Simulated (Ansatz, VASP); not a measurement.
# One calculation of BaTiO3, two programs

```
CELL_PARAMETERS angstrom
-3.98535 0.00000 0.00000
0.00000 3.98535 4.20181
0.00000 3.98535 -4.20181
ATOMIC_POSITIONS crystal
Ba 0.00000 0.99050 0.00950
Ba 0.00000 0.49582 0.50418
Ti 0.50000 0.50990 0.04082
Ti 0.50000 0.95918 0.49010
O 0.50000 0.29601 0.25816
O 0.50000 0.74184 0.70399
O 0.50000 0.28864 0.71136
O 0.50000 0.72873 0.27127
O 0.00000 0.47575 0.95838
O 0.00000 0.04162 0.52425
```

Change from the starting cell: mode 24 (427.7 1/cm) frozen in, largest displacement +0.263 Å.

Alike in both runs: task single point; functional PBE; k mesh 8 × 6 × 6; occupations gaussian, width 0.05 eV; no spin polarisation.

|  | VASP | Ansatz |
| --- | --- | --- |
| version | VASP 6.6.1 | Ansatz 0.2.0 |
| potentials or method | VASP PAW PBE potentials, release 64 (Ba_sv, Ti_sv, O), cutoff 520 eV | scalar-relativistic, plane waves, PAW |
| valence electrons in the cell | 80 | 80 |

|  | VASP | Ansatz | Ansatz less VASP |
| --- | --- | --- | --- |
| gap on the k mesh at the Fermi level (eV) | 0.82 | 0.82 | +0.002 |
| least direct gap on the mesh (eV) | 1.10 | 1.11 | +0.002 |
| pressure (GPa) | 6.8 | 5.0 | -1.76 |
| traceless stress, the component that is largest in VASP (GPa) | 6.66 | 6.63 | -0.023 |
| rms of the force components (eV/Å) | 2.209 | 2.185 | -0.0241 |

Atom by atom the forces differ by 0.052 eV/Å (rms over components). With one functional, cell and mesh, what is left measures potentials, basis and numerics.

Neither program's run includes spin-orbit coupling.
